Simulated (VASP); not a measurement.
BN:

```xyz
2
Lattice="0.0000 1.8048 1.8048 1.8527 0.0000 1.8048 1.8527 1.8048 0.0000" Properties=species:S:1:pos:R:3 pbc="T T T"
B     0.0000    0.0000    0.0000
N     0.9263    0.9024    0.9024
```

This cell differs from its parent crystal: uniaxial x strain +2.6%.

Program: VASP 6.6.1. Alike in all runs: task single point; no spin polarisation; cell as given; k mesh 12 × 12 × 12.

Order these runs on this cell by their pressure, lowest first.
A. level PBE; potentials or basis VASP PAW PBE potentials, release 64 (B, N); cutoff (eV) 520; smearing fermi-dirac 0.02 eV
B. level r2SCAN; potentials or basis VASP PAW PBE potentials, release 64 (B, N); cutoff (eV) 520; smearing gaussian 0.01 eV
C. level r2SCAN; potentials or basis VASP PAW PBE potentials, release 64 (B_h, N_h); cutoff (eV) 910; smearing gaussian 0.01 eV; second run hard_potentials

C (-10.3 GPa), B (-8.7 GPa), A (-4.8 GPa).

Caveats: the PAW data sets were made with another functional, which shifts forces and pressure a little (some runs); the cutoff is under 1.25 times the usual one of these potentials, so pressure, stress and relaxed cells hold a basis-set (Pulay) error (some runs).
